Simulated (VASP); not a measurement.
# SiF: single point with PBEsol-based screened hybrid with 25 % exact exchange

Crystal: SiF.

```
CELL_PARAMETERS angstrom
1.33860 0.77284 3.89831
-1.33860 0.77284 3.89831
0.00000 -1.54568 3.89831
ATOMIC_POSITIONS crystal
Si 0.50000 0.50000 0.50000
F 0.00000 0.00000 0.00000
```

```json
{
  "Program": "VASP 6.6.1",
  "Task": "single point",
  "Functional": "PBEsol-based screened hybrid with 25 % exact exchange",
  "Potentials or basis": "VASP PAW PBE potentials, release 64 (Si, F)",
  "Cutoff": "520 eV",
  "k mesh": "6 × 6 × 6",
  "Occupations": "fermi-dirac, width 0.05 eV",
  "Spin": "no spin polarisation"
}
```

The pressure is -5.9 GPa and the band gap on the k mesh is zero (an odd number of electrons rules out a gap without spin polarisation).

Stress tensor (GPa, compression positive):
```
-5.46  0.00  0.00
 0.00 -5.46  0.00
 0.00  0.00 -6.74
```

Levels at points of the mesh, in eV from the Fermi level:
```tsv
k point	band 3	band 4	band 5	band 6	band 7	band 8
(0.00, 0.00, 0.00)	-7.73	-3.76	-3.76	4.96	9.37	13.14
(0.50, 0.00, 0.00)	-6.20	-4.39	-4.23	-1.70	4.51	7.82
(0.50, 0.50, 0.00)	-7.04	-4.69	-4.46	-1.19	7.09	8.17
(0.50, 0.50, 0.50)	-3.77	-3.77	-3.30	0.55	12.72	12.72
```

Wall time 34 min on 1 thread of Intel(R) Xeon(R) Platinum 8375C CPU @ 2.90GHz (Ice Lake), with other jobs on the host, peak memory 0.28 GiB.

Caveat: the k points lie up to 0.46 Å⁻¹ apart, too coarse for converged energies and pressures of a metal; the PAW data sets were made with another functional, which shifts forces and pressure a little; an odd number of electrons without spin polarisation forces a metal; a magnetic or distorted state may lie lower.
